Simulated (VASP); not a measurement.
# Be16H (a cell with a defect) in VASP: single point with PBEsol

Aim: the single point of Be16H (a cell with a defect) with PBEsol.

All numbers are computed with VASP 6.6.1; they aren't measurements. Logs are shortened: lines on timing, memory, paths and dates and some standing lists are left out, and cuts for length are marked.

### Step 1. The cell of the first run

The cell holds a defect, 17 atoms: a = 4.580 Å, b = 3.966 Å, c = 7.177 Å, α = 90.00°, β = 90.00°, γ = 90.00°.

### Step 2. Single point, PBEsol

The input, INCAR:

```
SYSTEM = Be16H
PREC = Accurate
ENCUT = 520
EDIFF = 1E-6
ISMEAR = -1
SIGMA = 0.15
LREAL = Auto
LASPH = .True.
NELM = 100
ALGO = Normal
ISIF = 2
LWAVE = .False.
LCHARG = .False.
GGA = PS
NBANDS = 30
```

The input, KPOINTS:

```
regular mesh
0
Gamma
  4 4 3
  0 0 0
```

The input, POSCAR:

```
Be16H
1.0
   -2.2900000000     -3.9663960000      0.0000000000
    3.4350000000     -1.9831980000      0.0000000000
    0.0000000000      0.0000000000      7.1768600000
Be H
16 1
Direct
    0.7563067755      0.4857623045      0.0002701739
    0.5040411018      0.3230390460      0.2467496928
    0.7626238209      0.4774787627      0.4943288569
    0.5008340541      0.3083080011      0.7533241557
    0.5032391196     -0.0177247209      0.0020355699
    0.2532640664      0.8196037007      0.2487395602
    0.5009329516     -0.0055765766      0.4952126696
    0.2443911254      0.8187140254      0.7528809256
    0.2539556908      0.4851180588      0.0000511366
    0.0056571753      0.3153897908      0.2460960643
    0.2453012989      0.4848753928      0.4954213960
    0.0125523291      0.3150177099      0.7510159039
    0.0051693317     -0.0112609113      0.0018056643
    0.7559754190      0.8198208761      0.2497097617
    0.0080664692     -0.0106508837      0.4980857924
    0.7648179041      0.8349435227      0.7552750088
    0.5495432440      0.6408285382      0.6365450907
```

Potentials or basis: VASP PAW PBE potentials, release 64 (Be, H).

Command:

```
cat potpaw_PBE.64/Be/POTCAR potpaw_PBE.64/H/POTCAR > POTCAR
mpirun -np 1 vasp_std > vasp.out
```

OUTCAR:

```text
SYSTEM = Be16H
   PREC = Accurate
   ENCUT = 520
   EDIFF = 1E-6
   ISMEAR = -1
   LREAL = Auto
   LASPH = .True.
   NELM = 100
   ISIF = 2
   GGA = PS

 ion  position               nearest neighbor table
   1  0.756  0.486  0.000-  10 2.21   2 2.21  14 2.23   4 2.24  16 2.24  12 2.24  13 2.28   9 2.28
                             5 2.29  13 2.30   9 2.30   5 2.31
   2  0.504  0.323  0.247-   9 2.20   7 2.21   1 2.21   5 2.22   3 2.22  11 2.24   6 2.28  10 2.28
                            14 2.28  10 2.30   6 2.30  14 2.31
   3  0.763  0.477  0.494-  17 1.55  10 2.20  11 2.21  14 2.22   2 2.22  15 2.24   7 2.26  12 2.26
                             4 2.31  15 2.32  16 2.35  11 2.37   7 2.38
   4  0.501  0.308  0.753-  17 1.58   5 2.20   9 2.21   7 2.23  16 2.23  12 2.24   1 2.24   8 2.27
                            11 2.30   3 2.31   8 2.34  12 2.34
   5  0.503  0.982  0.002-   4 2.20   6 2.20   2 2.22  16 2.22  14 2.22   8 2.24   9 2.28  13 2.28
                             1 2.29   9 2.30  13 2.30   1 2.31
   6  0.253  0.820  0.249-   5 2.20  13 2.21   7 2.21  11 2.21  15 2.22   9 2.22  10 2.27  14 2.28
                             2 2.28  10 2.30  14 2.30   2 2.30
   7  0.501  0.994  0.495-   2 2.21   6 2.21  14 2.22   4 2.23  15 2.26   3 2.26  11 2.27   8 2.30
                            16 2.31  15 2.32  11 2.34   3 2.38
   8  0.244  0.819  0.753-  16 2.20  13 2.20   9 2.21  15 2.23  12 2.24   5 2.24  12 2.26   4 2.27
                            11 2.27   7 2.30   4 2.34  16 2.38
   9  0.254  0.485  0.000-   2 2.20  10 2.21  12 2.21   8 2.21   4 2.21   6 2.22  13 2.27   5 2.28
                             1 2.28   5 2.30  13 2.30   1 2.30
  10  0.006  0.315  0.246-  13 2.18   3 2.20  11 2.20   9 2.21   1 2.21  15 2.22   6 2.27  14 2.27
                             2 2.28   2 2.30   6 2.30  14 2.30
  11  0.245  0.485  0.495-  10 2.20   3 2.21   6 2.21  12 2.23   2 2.24  15 2.25   7 2.27   8 2.27
                            15 2.28   4 2.30   7 2.34   3 2.37
  12  0.013  0.315  0.751-   9 2.21  16 2.22  13 2.22  11 2.23  15 2.23   4 2.24   8 2.24   1 2.24
                             8 2.26   3 2.26   4 2.34  16 2.35
  13  0.005  0.989  0.002-  16 2.17  10 2.18   8 2.20   6 2.21  12 2.22  14 2.22   9 2.27   1 2.28
                             5 2.28   1 2.30   5 2.30   9 2.30
  14  0.756  0.820  0.250-   5 2.22  13 2.22   3 2.22   7 2.22   1 2.23  15 2.23  10 2.27   6 2.28
                             2 2.28   6 2.30  10 2.30   2 2.31
  15  0.008  0.989  0.498-   6 2.22  10 2.22  14 2.23  12 2.23   8 2.23   3 2.24  16 2.24  11 2.25
                             7 2.26  11 2.28   3 2.32   7 2.32
  16  0.765  0.835  0.755-  17 1.51  13 2.17   8 2.20   5 2.22  12 2.22   4 2.23   1 2.24  15 2.24
                             7 2.31   3 2.35  12 2.35   8 2.38
  17  0.550  0.641  0.637-  16 1.51   3 1.55   4 1.58

  LATTYP: Found a simple orthorhombic cell.
 ALAT       =     3.9663962620
 B/A-ratio  =     1.1547004875
 C/A-ratio  =     1.8094157835

  Lattice vectors:

 A1 = (  -3.4350000000,   1.9831980000,   0.0000000000)
 A2 = (  -2.2900000000,  -3.9663960000,   0.0000000000)
 A3 = (   0.0000000000,   0.0000000000,   7.1768600000)

Analysis of symmetry for initial positions (statically):
=====================================================================
 Subroutine PRICEL returns:
 Original cell was already a primitive cell.

 Routine SETGRP: Setting up the symmetry group for a
 simple orthorhombic supercell.

 Subroutine GETGRP returns: Found  1 space group operations
 (whereof  1 operations were pure point group operations)
 out of a pool of  8 trial point group operations.

The static configuration has the point symmetry C_1 .

Analysis of symmetry for dynamics (positions and initial velocities):
=====================================================================
 Subroutine PRICEL returns:
 Original cell was already a primitive cell.

 Routine SETGRP: Setting up the symmetry group for a
 simple orthorhombic supercell.

 Subroutine GETGRP returns: Found  1 space group operations
 (whereof  1 operations were pure point group operations)
 out of a pool of  8 trial point group operations.

The dynamic configuration has the point symmetry C_1 .

 Subroutine INISYM returns: Found  1 space group operations
 (whereof  1 operations are pure point group operations),
 and found     1 'primitive' translations

----------------------------------------------------------------------------------------

                                     Primitive cell

  volume of cell :     130.3755

  direct lattice vectors                    reciprocal lattice vectors
    -2.290000000 -3.966396000  0.000000000    -0.109170306 -0.189088533  0.000000000
     3.435000000 -1.983198000  0.000000000     0.218340611 -0.126059022  0.000000000
[... 57 lines left out ...]
     0.000000000  0.000000000  0.046445567     0.000000000  0.000000000  0.333333333

  Length of vectors
     0.054585156  0.063029507  0.046445567

  Shift w.r.t. Gamma in fractional coordinates (k-lattice)
     0.000000000  0.000000000  0.000000000

 Subroutine IBZKPT returns following result:
 ===========================================

 Found     26 irreducible k-points:

 Following reciprocal coordinates:
            Coordinates               Weight
  0.000000  0.000000  0.000000      1.000000
  0.250000  0.000000  0.000000      2.000000
  0.500000  0.000000  0.000000      1.000000
  0.000000  0.250000  0.000000      2.000000
  0.250000  0.250000  0.000000      2.000000
 -0.250000  0.250000  0.000000      2.000000
[... 16 lines left out ...]
  0.000000  0.500000  0.333333      2.000000
  0.250000  0.500000  0.333333      2.000000
 [... further k-points ...]
   k-points           NKPTS =     26   k-points in BZ     NKDIM =     26   number of bands    NBANDS=     30
   number of dos      NEDOS =    301   number of ions     NIONS =     17
   total plane-waves  NPLWV =  58320
   dimension x,y,z NGX =    36 NGY =   30 NGZ =   54
   dimension x,y,z NGXF=    72 NGYF=   60 NGZF=  108
   ions per type =              16   1
   NGX,Y,Z   is equivalent  to a cutoff of  13.07, 12.57, 12.51 a.u.
   NGXF,Y,Z  is equivalent  to a cutoff of  26.13, 25.15, 25.02 a.u.
 SYSTEM =  Be16H
   PREC   = accura    normal or accurate (medium, high low for compatibility)
   ISTART =      0    job   : 0-new  1-cont  2-samecut
   ICHARG =      2    charge: 1-file 2-atom 10-const
   ISPIN  =      1    spin polarized calculation?
   LNONCOLLINEAR =      F non collinear calculations
   LSORBIT =      F    spin-orbit coupling
   LASPH  =      T    aspherical Exc in radial PAW
   ENCUT  =  520.0 eV  38.22 Ry    6.18 a.u.   8.52  7.37 13.34*2*pi/ulx,y,z
   NELM   =    100;   NELMIN=  2; NELMDL= -5     # of ELM steps
   EDIFF  = 0.1E-05   stopping-criterion for ELM
   LREAL  =      T    real-space projection
   EDIFFG = 0.1E-04   stopping-criterion for IOM
   NSW    =      0    number of steps for IOM
   IBRION =     -1    ionic relax: 0-MD 1-quasi-New 2-CG
   NFREE  =      0    steps in history (QN), initial steepest desc. (CG)
   ISIF   =      2    stress and relaxation
   ISYM   =      2    0-nonsym 1-usesym 2-fastsym
   POTIM  = 0.5000    time-step for ionic-motion
   TEBEG  =    0.0;   TEEND  =   0.0 temperature during run
   PSTRESS=    0.0 pullay stress
   NELECT =      33.0000    total number of electrons
   NUPDOWN=      -1.0000    fix difference up-down
   EMIN   =  10.00;   EMAX   =-10.00  energy-range for DOS
   EFERMI =   0.00;   METHOD = LEGACY
   ISMEAR =    -1;   SIGMA  =   0.15  broadening in eV -4-tet -1-fermi 0-gaus
   EFERMI_NEDOS =   21; number of points for ismear=-14 and -15
   IALGO  =     38    algorithm
   IMIX   =      4    mixing-type and parameters
     AMIX     =   0.40;   BMIX     =  1.00
     AMIX_MAG =   1.60;   BMIX_MAG =  1.00
  volume/ion in A,a.u.               =       7.67        51.75
  Fermi-wavevector in a.u.,A,eV,Ry     =   1.035573  1.956950 14.591049  1.072412
  Thomas-Fermi vector in A             =   2.169923
   LORBIT       =      0    0 simple, 1 ext, 2 COOP (PROOUT), +10 PAW based schemes
   GGA     = PS    functional components
   LHFCALC =     F    Hartree Fock is set to
   AEXX    =    0.0000 exact exchange contribution
   IVDW    =     0    specifies the selected vdW correction
   LEPSILON=     F    determine dielectric tensor
   LRPA    =     F    only Hartree local field effects (RPA)
 non-spin polarized calculation
  energy-cutoff  :      520.00
  volume of cell :      130.38
 maximum number of plane-waves:      3529
 NGX is ok and might be reduce to    36
   NGX = 17   NGY = 15   NGZ = 27

 number of electron      33.0000000 magnetization

 Free energy of the ion-electron system (eV)
  ---------------------------------------------------
  ext. energy  EPLUGINS =         0.00000000
  ---------------------------------------------------
  free energy    TOTEN  =       -65.49288313 eV

  energy without entropy =      -65.32142561  energy(sigma->0) =      -65.40715437

 E-fermi :   7.4128     XC(G=0): -10.5893

 val. band max:        7.3974245930   @ k =   0.5000   0.0000   0.3333
 cond. band min:       7.4278142260   @ k =   0.2500   0.0000   0.0000
 fundamental gap:      0.0303896329
 Fermi energy:         7.4128264139

 k-point     1 :       0.0000    0.0000    0.0000
  band No.  band energies     occupation
      1      -5.1383      2.00000
      2      -3.0037      2.00000
      3      -2.1892      2.00000
      4      -0.1873      2.00000
      5       0.9436      2.00000
      6       1.5207      2.00000
[... 733 lines left out ...]
     27      13.1784      0.00000
     28      13.3931      0.00000

 [... further k-points ...]

 [bands above 28 left out]

------------------------ aborting loop because EDIFF is reached ----------------------------------------

  FORCE on cell =-STRESS in cart. coord.  units (eV):
  Direction    XX          YY          ZZ          XY          YZ          ZX
  --------------------------------------------------------------------------------------
  -------------------------------------------------------------------------------------
  Total       -0.1249921     -0.7337855     -0.5152339     -0.5728328     -0.0602249     -0.0631664
  in kB       -1.5360213     -9.0174485     -6.3316805     -7.0395102     -0.7401008     -0.7762484
  external PRESSURE =      -5.6283834 kB  Pullay stress =       0.0000000 kB

 VOLUME and BASIS-vectors are now :
 -----------------------------------------------------------------------------
  energy-cutoff  :      520.00
  volume of cell :      130.38
      direct lattice vectors                 reciprocal lattice vectors
    -2.290000000 -3.966396000  0.000000000    -0.109170306 -0.189088533  0.000000000
     3.435000000 -1.983198000  0.000000000     0.218340611 -0.126059022  0.000000000
     0.000000000  0.000000000  7.176860000     0.000000000  0.000000000  0.139336702

 POSITION                                       TOTAL-FORCE (eV/Angst)
 -----------------------------------------------------------------------------------
     -0.06335     -3.96317      0.00194        -0.010040     -0.010775     -0.010504
     -0.04462     -2.63988      1.77089         0.004143     -0.014502      0.013508
     -0.10627     -3.97180      3.54773        -0.008542     -0.010414      0.025007
     -0.08787     -2.59794      5.40650         0.023990     -0.066346      0.006757
      2.22170     -3.94409      0.01461        -0.016618     -0.015030      0.040104
      2.23536     -2.62998      1.78517        -0.010855     -0.019549      0.027052
[... 9 lines left out ...]
      1.11660     -4.68943      5.42050        -0.058543      0.030781      0.016245
      0.94279     -3.45060      4.56839         0.194670      0.221187     -0.228905
 -----------------------------------------------------------------------------------
    total drift:                                0.001907      0.001903     -0.000485

  FREE ENERGIE OF THE ION-ELECTRON SYSTEM (eV)
  ---------------------------------------------------
  free  energy   TOTEN  =       -65.4928831268 eV

  energy  without entropy=      -65.3214256084  energy(sigma->0) =      -65.40715437
```

Wall time 83 s (1 thread of Intel Xeon 6975P-C (Granite Rapids), shared host); peak memory 0.25 GiB.

What came out:

```yaml
Free_energy: -65.4929 eV
Pressure: -0.6 GPa
Largest_force: 0.373 eV/Å
Band_gap_on_the_k_mesh: zero (an odd number of electrons rules out a gap without spin polarisation)
```

Forces on the atoms (eV/Å):
```
Be  -0.010 -0.011 -0.011
Be   0.004 -0.015  0.014
Be  -0.009 -0.010  0.025
Be   0.024 -0.066  0.007
Be  -0.017 -0.015  0.040
Be  -0.011 -0.020  0.027
Be  -0.054 -0.016  0.053
Be  -0.035 -0.055 -0.005
Be   0.000 -0.010  0.007
Be  -0.010 -0.001 -0.007
Be  -0.023 -0.008  0.001
Be   0.024  0.028 -0.015
Be  -0.012 -0.026  0.034
Be  -0.001 -0.008  0.023
Be  -0.008 -0.019  0.020
Be  -0.059  0.031  0.016
H    0.195  0.221 -0.229
```

Stress tensor (GPa, compression positive):
```
-0.15 -0.70 -0.08
-0.70 -0.90 -0.07
-0.08 -0.07 -0.63
```

Levels at points of the mesh, in eV from the Fermi level:
| k point | band 13 | band 14 | band 15 | band 16 | band 17 | band 18 | band 19 | band 20 |
| --- | --- | --- | --- | --- | --- | --- | --- | --- |
| (0.00, 0.00, 0.00) | -4.16 | -3.72 | -0.13 | -0.05 | 0.30 | 0.41 | 0.74 | 1.01 |
| (0.50, 0.00, 0.00) | -2.59 | -2.57 | -2.46 | -2.34 | -0.43 | 0.20 | 0.22 | 0.36 |
| (0.00, 0.50, 0.00) | -3.74 | -3.72 | -2.84 | -2.68 | 0.06 | 0.50 | 0.65 | 0.73 |
| (0.50, 0.50, 0.00) | -1.65 | -1.02 | -0.99 | -0.96 | 0.31 | 0.36 | 0.50 | 0.59 |

Caveat: the k points lie up to 0.40 Å⁻¹ apart, too coarse for converged energies and pressures of a metal; the PAW data sets were made with another functional, which shifts forces and pressure a little.

The gap in the log of VASP goes by the Fermi energy; the results here count the filled bands.